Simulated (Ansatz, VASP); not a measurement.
## One calculation of PbS, two programs

```
Pb S
1.0
     0.00000    3.00769    3.00769
     3.00769    0.00000    3.00769
     3.00769    3.00769    0.00000
Pb S
1 1
Direct
  0.00000 0.00000 0.00000
  0.50000 0.50000 0.50000
```

Alike in both runs: functional r2SCAN; k mesh 8 × 8 × 8; occupations fermi-dirac, width 0.02 eV; no spin polarisation.

Ansatz relaxed the structure, and its values are those at the end. VASP's run is a single point on that final structure, the one shown.

|  | VASP | Ansatz |
| --- | --- | --- |
| version | VASP 6.6.1 | Ansatz 0.2.0 |
| potentials or method | VASP PAW PBE potentials, release 64 (Pb_d, S), cutoff 520 eV | PAW plane waves |
| valence electrons in the cell | 20 | 20 |

Ansatz gave:

- gap on the k mesh at the Fermi level (eV): 0.77
- pressure (GPa): -1.1

Task: Estimate VASP's values.

Result: gap on the k mesh at the Fermi level (eV): 0.77; pressure (GPa): -1.2.

VASP's potentials were made for PBE, not for r2SCAN. Ansatz's warnings: stress scf threshold loose.

Spin-orbit coupling is off throughout.
